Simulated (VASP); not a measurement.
# NaI (Fm-3m) in VASP: further runs, part 2 of 2

VASP 6.6.1.

### 4 Single point, PBE (31.88 Å³/atom)

This run uses another cell than the first one, of 31.88 Å³/atom.

INCAR reads:

```
SYSTEM = NaI
ALGO = Normal
EDIFF = 1E-6
ENCUT = 520
GGA = PE
ISIF = 2
ISMEAR = -1
LASPH = .True.
LCHARG = .True.
LELF = .True.
LREAL = .False.
LVHAR = .True.
LWAVE = .False.
NBANDS = 14
NELM = 100
PREC = Accurate
SIGMA = 0.01
```

KPOINTS reads:

```
k-points
0
Gamma
  7 7 7
  0 0 0
```

POSCAR reads:

```
NaI
1.0
    0.0000000000      3.1708944983      3.1708944983
    3.1708944983      0.0000000000      3.1708944983
    3.1708944983      3.1708944983      0.0000000000
Na I
1 1
Direct
    0.0000000000      0.0000000000      0.0000000000
    0.5000000000      0.5000000000      0.5000000000
```

Potentials or basis: VASP PAW PBE potentials, release 64 (Na_pv, I).

Command:

```
$ cat potpaw_PBE.64/Na_pv/POTCAR potpaw_PBE.64/I/POTCAR > POTCAR
$ mpirun -np 1 vasp_std > vasp.out
```

OUTCAR:

```text
SYSTEM = NaI
   EDIFF = 1E-6
   ENCUT = 520
   GGA = PE
   ISIF = 2
   ISMEAR = -1
   LASPH = .True.
   LREAL = .False.
   NELM = 100
   PREC = Accurate

 ion  position               nearest neighbor table
   1  0.000  0.000  0.000-   2 3.17   2 3.17   2 3.17   2 3.17   2 3.17   2 3.17
   2  0.500  0.500  0.500-   1 3.17   1 3.17   1 3.17   1 3.17   1 3.17   1 3.17

  LATTYP: Found a face centered cubic cell.
 ALAT       =     6.3417889966

  Lattice vectors:

 A1 = (   0.0000000000,   3.1708944983,   3.1708944983)
 A2 = (   3.1708944983,   0.0000000000,   3.1708944983)
 A3 = (   3.1708944983,   3.1708944983,   0.0000000000)

Analysis of symmetry for initial positions (statically):
=====================================================================
 Subroutine PRICEL returns:
 Original cell was already a primitive cell.

 Routine SETGRP: Setting up the symmetry group for a
 face centered cubic supercell.

 Subroutine GETGRP returns: Found 48 space group operations
 (whereof 48 operations were pure point group operations)
 out of a pool of 48 trial point group operations.

The static configuration has the point symmetry O_h .

Analysis of symmetry for dynamics (positions and initial velocities):
=====================================================================
 Subroutine PRICEL returns:
 Original cell was already a primitive cell.

 Routine SETGRP: Setting up the symmetry group for a
 face centered cubic supercell.

 Subroutine GETGRP returns: Found 48 space group operations
 (whereof 48 operations were pure point group operations)
 out of a pool of 48 trial point group operations.

The dynamic configuration has the point symmetry O_h .

 Subroutine INISYM returns: Found 48 space group operations
 (whereof 48 operations are pure point group operations),
 and found     1 'primitive' translations

----------------------------------------------------------------------------------------

                                     Primitive cell
[... 115 lines left out ...]
   LEPSILON=     F    determine dielectric tensor
   LRPA    =     F    only Hartree local field effects (RPA)
 non-spin polarized calculation
  energy-cutoff  :      520.00
  volume of cell :       63.76
 maximum number of plane-waves:      1759
 NGX is ok and might be reduce to    36
   NGX = 17   NGY = 17   NGZ = 17

 number of electron      14.0000005 magnetization

 Free energy of the ion-electron system (eV)
  ---------------------------------------------------
  ext. energy  EPLUGINS =         0.00000000
  ---------------------------------------------------
  free energy    TOTEN  =        -5.35958809 eV

  energy without entropy =       -5.35958809  energy(sigma->0) =       -5.35958809

 E-fermi :   1.4953     XC(G=0):  -7.9547

 val. band max:        1.2505098887   @ k =   0.0000   0.0000   0.0000
 cond. band min:       5.0635213439   @ k =   0.0000   0.0000   0.0000
 fundamental gap:      3.8130114552
 Fermi energy:         1.4952621876

 k-point     1 :       0.0000    0.0000    0.0000
  band No.  band energies     occupation
      1     -21.1260      2.00000
      2     -21.1260      2.00000
      3     -21.1260      2.00000
      4      -9.9349      2.00000
      5       1.2505      2.00000
      6       1.2505      2.00000
      7       1.2505      2.00000
      8       5.0635      0.00000
      9       9.1757      0.00000
     10       9.1757      0.00000
     11       9.1757      0.00000
     12      11.0978      0.00000
     13      11.0978      0.00000
     14      11.7210      0.00000
[... 309 lines left out ...]
      1     -21.1301      2.00000
      2     -21.1301      2.00000
      3     -21.1279      2.00000
      4      -9.4638      2.00000
      5      -0.4056      2.00000
      6      -0.3371      2.00000
      7       0.4031      2.00000
      8       7.0649      0.00000
      9       8.3613      0.00000
     10       9.3106      0.00000
     11       9.6998      0.00000
     12      12.5069      0.00000
     13      13.0634      0.00000
     14      15.2785      0.00000

------------------------ aborting loop because EDIFF is reached ----------------------------------------

  FORCE on cell =-STRESS in cart. coord.  units (eV):
  Direction    XX          YY          ZZ          XY          YZ          ZX
  --------------------------------------------------------------------------------------
  -------------------------------------------------------------------------------------
  Total        0.6583894      0.6583894      0.6583894      0.0000000      0.0000000     -0.0000000
  in kB       16.5431433     16.5431433     16.5431433      0.0000000      0.0000000     -0.0000000
  external PRESSURE =      16.5431433 kB  Pullay stress =       0.0000000 kB

 VOLUME and BASIS-vectors are now :
 -----------------------------------------------------------------------------
  energy-cutoff  :      520.00
  volume of cell :       63.76
      direct lattice vectors                 reciprocal lattice vectors
     0.000000000  3.170894498  3.170894498    -0.157684212  0.157684212  0.157684212
     3.170894498  0.000000000  3.170894498     0.157684212 -0.157684212  0.157684212
     3.170894498  3.170894498  0.000000000     0.157684212  0.157684212 -0.157684212

 POSITION                                       TOTAL-FORCE (eV/Angst)
 -----------------------------------------------------------------------------------
      0.00000      0.00000      0.00000        -0.000000     -0.000000     -0.000000
      3.17089      3.17089      3.17089         0.000000      0.000000      0.000000
 -----------------------------------------------------------------------------------
    total drift:                                0.000000      0.000000      0.000000

  FREE ENERGIE OF THE ION-ELECTRON SYSTEM (eV)
  ---------------------------------------------------
  free  energy   TOTEN  =        -5.3595880896 eV

  energy  without entropy=       -5.3595880896  energy(sigma->0) =       -5.35958809
```

OSZICAR:

```text
N       E                     dE             d eps       ncg     rms          rms(c)
DAV:   1     0.844702294357E+02    0.84470E+02   -0.67339E+03   560   0.932E+02
DAV:   2     0.109408047054E+01   -0.83376E+02   -0.78027E+02   578   0.222E+02
DAV:   3    -0.525798892464E+01   -0.63521E+01   -0.63120E+01   716   0.613E+01
DAV:   4    -0.541593970401E+01   -0.15795E+00   -0.15791E+00   686   0.960E+00
DAV:   5    -0.541992505222E+01   -0.39853E-02   -0.39853E-02   764   0.147E+00    0.169E+00
DAV:   6    -0.536546381604E+01    0.54461E-01   -0.62046E-02   656   0.148E+00    0.115E+00
DAV:   7    -0.535782565388E+01    0.76382E-02   -0.59273E-02   686   0.128E+00    0.607E-01
DAV:   8    -0.535960702625E+01   -0.17814E-02   -0.46925E-03   650   0.552E-01    0.176E-01
DAV:   9    -0.535957400423E+01    0.33022E-04   -0.20759E-04   650   0.128E-01    0.315E-02
DAV:  10    -0.535958725496E+01   -0.13251E-04   -0.31345E-05   668   0.586E-02    0.115E-02
DAV:  11    -0.535958808958E+01   -0.83462E-06   -0.42441E-06   716   0.203E-02
   1 F= -.53595881E+01 E0= -.53595881E+01  d E =-.105646E-12
```

Wall time 23 s (1 thread of Intel Xeon 8259CL, shared host); peak memory 0.2 GiB.

Results:

* Free energy: -5.3596 eV
* Pressure: 1.7 GPa
* Band gap on the k mesh: 3.81 eV

Levels at points of the mesh, in eV from the valence-band top:
| k point | band 5 | band 6 | band 7 | band 8 | band 9 | band 10 |
| --- | --- | --- | --- | --- | --- | --- |
| (0.00, 0.00, 0.00) | 0.00 | 0.00 | 0.00 | 3.81 | 7.93 | 7.93 |

Caveat: spin-orbit coupling is left out, which moves the levels of the heavy elements.

### 5 Summary

| spin | cell | gap on the mesh (eV) | pressure (GPa) |
| --- | --- | --- | --- |
| off | a = 4.577 Å, angles 60.0°, 2 atoms | 3.64 | 0.4 |
| non-collinear, zero start, SOC | a = 4.577 Å, angles 60.0°, 2 atoms | - | 0.5 |
| off | a = 4.484 Å, angles 60.0°, 2 atoms | 3.81 | 1.7 |

Alike in all rows: task single point; level PBE; potentials or basis VASP PAW PBE potentials, release 64 (Na_pv, I); k mesh 7 × 7 × 7; cutoff (eV) 520; smearing fermi-dirac 0.01 eV.

Caveats: spin-orbit coupling is left out, which moves the levels of the heavy elements (at least some runs).

Absolute energies hang on the potentials; compare differences alone.
